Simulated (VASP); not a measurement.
**Al3BN2: relaxation of cell and atoms with PBE**

Crystal: Al3BN2.

```xyz
6
Lattice="5.0771 0.0000 0.0000 -2.5385 4.3969 0.0000 0.0000 0.0000 3.0298" Properties=species:S:1:pos:R:3 pbc="T T T"
Al    2.5385    0.0000    1.5149
Al    1.2693    2.1984    1.5149
Al   -1.2693    2.1984    1.5149
B     0.0000    0.0000    0.0000
N     0.0000    2.9313    0.0000
N     2.5385    1.4656    0.0000
```

The cell was generated, and may not be a known phase.

```
Program                : VASP 6.6.1
Task                   : relaxation of cell and atoms
Functional             : PBE
Potentials or basis    : VASP PAW PBE potentials, release 64 (Al, B, N)
Cutoff                 : 600 eV
k mesh                 : 6 × 6 × 6
Occupations            : gaussian, width 0.1 eV
Spin                   : no spin polarisation
Dipole correction      : no
Further INCAR settings : ALGO = Normal; EDIFF = 1e-06; IBRION = 2; EDIFFG = -0.04; NSW = 90; ISIF = 3
```

| Property | Result |
| --- | --- |
| Relaxed volume | 10.65 Å³/atom |
| Relaxed cell | a = 5.279 Å, b = 5.279 Å, c = 2.646 Å, α = 90.00°, β = 90.00°, γ = 120.00° |
| Space group after relaxing (to 0.1 Å) | P6/mmm (No. 191) |
| Energy gained by relaxing | 338.0 meV/atom |
| Ionic steps | 8 |
| Pressure after relaxing | 0.0 GPa |
| Band gap on the k mesh | zero (bands 11 and 12 overlap by 0.66 eV) |

Stress tensor (GPa, compression positive):
```
 0.15  0.00  0.00
 0.00  0.15  0.00
 0.00  0.00 -0.37
```

The path:
| step | energy change (eV) | largest force (eV/Å) | pressure (GPa) | volume (Å³) |
| --- | --- | --- | --- | --- |
| 1 | 0.0000 | 0.0000 | -5.10 | 67.64 |
| 2 | -1.6516 | 0.0000 | 4.07 | 62.88 |
| 3 | -2.0228 | 0.0000 | -1.07 | 64.35 |
| 4 | -2.0251 | 0.0000 | -1.53 | 64.52 |
| 5 | -2.0250 | 0.0000 | -1.32 | 64.44 |
| 6 | -2.0272 | 0.0000 | 0.66 | 63.61 |
| 7 | -2.0276 | 0.0000 | 0.08 | 63.85 |
| 8 | -2.0282 | 0.0000 | -0.03 | 63.87 |

Final structure:
```yaml
crystal:
  lattice:
    - [5.27917, 0.00000, 0.00000]
    - [-2.63959, 4.57190, 0.00000]
    - [0.00000, 0.00000, 2.64632]
  atoms:
    - { symbol: Al, position: [0.50000, 0.00000, 0.50000] }
    - { symbol: Al, position: [0.50000, 0.50000, 0.50000] }
    - { symbol: Al, position: [0.00000, 0.50000, 0.50000] }
    - { symbol: B, position: [0.00000, 0.00000, 0.00000] }
    - { symbol: N, position: [0.33333, 0.66667, 0.00000] }
    - { symbol: N, position: [0.66667, 0.33333, 0.00000] }
```

Levels at points of the mesh, in eV from the Fermi level:
| k point | band 8 | band 9 | band 10 | band 11 | band 12 | band 13 | band 14 | band 15 |
| --- | --- | --- | --- | --- | --- | --- | --- | --- |
| (0.00, 0.00, 0.00) | -3.11 | -2.84 | -0.81 | -0.81 | 2.01 | 5.69 | 5.69 | 5.82 |
| (0.50, 0.00, 0.00) | -3.01 | -2.93 | -1.85 | -1.31 | 1.58 | 4.48 | 4.97 | 5.10 |
| (0.00, 0.00, 0.50) | -4.41 | -3.28 | -2.39 | 0.62 | 0.62 | 0.91 | 0.91 | 1.72 |
| (0.50, 0.00, 0.50) | -3.72 | -3.60 | -2.31 | -0.83 | 1.51 | 1.76 | 1.88 | 3.13 |

Wall time 4.8 min on 1 thread of AMD EPYC 7R13, with other jobs on the host, peak memory 0.22 GiB.

Caveat: semilocal functionals underestimate gaps, and a narrow one can read as zero.
